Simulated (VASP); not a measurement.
Wanted: the native input for a VASP 6.6.1 run.

| Item | Value |
| --- | --- |
| Task | single point |
| Functional | PBEsol |
| Potentials or basis | VASP PAW PBE potentials, release 64 (Pd) |
| Cutoff | 520 eV |
| k mesh | 24 × 24 × 24 |
| Occupations | gaussian, width 0.15 eV |
| Spin | no spin polarisation |
| Dipole correction | no |
| Further INCAR settings | ALGO = Fast; EDIFF = 1e-06; NBANDS = 11 |

The structure of Pd lies in POSCAR:

```
Pd
1.0
   -0.2053167122      1.8478504095      1.8478504095
    1.8478504095     -0.2053167122      1.8478504095
    1.8478504095      1.8478504095     -0.2053167122
Pd
1
Direct
    0.0000000000      0.0000000000      0.0000000000
```

This cell differs from its parent crystal: ratio of the length along [111] to the lengths across it x 0.85, volume and fractional coordinates fixed.

The input as run:

INCAR

```
PREC     = Accurate       # precision mode
ENCUT    = 520            # plane-wave cutoff, eV
EDIFF    = 1E-6           # SCF threshold, eV
ISMEAR   = 0              # smearing method
SIGMA    = 0.15           # smearing width, eV
LREAL    = F              # projectors in reciprocal space
LASPH    = T              # aspherical terms in the spheres
NELM     = 80             # most SCF steps
ALGO     = Fast           # electronic algorithm
ISIF     = 2              # what is computed and relaxed
LWAVE    = F              # write WAVECAR
LCHARG   = T              # write CHGCAR
GGA      = PS             # functional
LELF     = T              # ELF
LVHAR    = T            
NBANDS   = 11             # bands
```

KPOINTS

```
Automatic mesh
0
Gamma
  24 24 24
```

Potentials or basis: VASP PAW PBE potentials, release 64 (Pd).

The run is started by

```console
$ cat potpaw_PBE.64/Pd/POTCAR > POTCAR
$ mpirun -np 1 vasp_std > vasp.out
```

Results of the run:

```json
{
 "Pressure": "2.4 GPa",
 "Band gap on the k mesh": "zero (band 5 reaches 10.35 eV, above the bottom of band 6 at 8.05 eV)"
}
```

Caveat: the PAW data sets were made with another functional, which shifts forces and pressure a little.

It took 71 s on 1 thread of Intel(R) Xeon(R) 6975P-C (Granite Rapids), on a shared host, peak memory 0.31 GiB.
